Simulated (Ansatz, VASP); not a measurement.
# CaCu3C2: VASP beside Ansatz

```xyz
6
Lattice="5.1780 0.0000 0.0000 -2.5890 4.4842 0.0000 0.0000 0.0000 3.0465" Properties=species:S:1:pos:R:3 pbc="T T T"
Ca    0.0000    0.0000    0.0000
Cu   -1.2945    2.2421    1.5232
Cu    1.2945    2.2421    1.5232
Cu    2.5890    0.0000    1.5232
C     0.0000    2.9895    0.0000
C     2.5890    1.4947    0.0000
```

Change from the starting cell: species swapped into the TbSi2Rh3 type (P6/mmm, No. 191).

Alike in both runs: functional PBE; k mesh 12 × 12 × 12; occupations gaussian, width 0.1 eV; no spin polarisation.

Ansatz relaxed the structure, and its values are those at the end. VASP's run is a single point on that final structure, the one shown.

|  | VASP | Ansatz |
| --- | --- | --- |
| version | VASP 6.6.1 | Ansatz 0.2.0 |
| potentials or method | VASP PAW PBE potentials, release 64 (Ca_sv, Cu, C), cutoff 520 eV | scalar-relativistic, plane waves, PAW |
| valence electrons in the cell | 51 | 75 |

Ansatz gave:

```
gap on the k mesh at the Fermi level (eV) : none
pressure (GPa)                            : 0.0
```

**Question.** Which values does VASP return?

**Answer.** gap on the k mesh at the Fermi level (eV): none; pressure (GPa): 0.6.

A gap of «none» marks a metal or a gap that the smearing closes. VASP's potentials hold 51 valence electrons a cell and Ansatz's 75, so a difference there can come from the potentials and not from the codes.
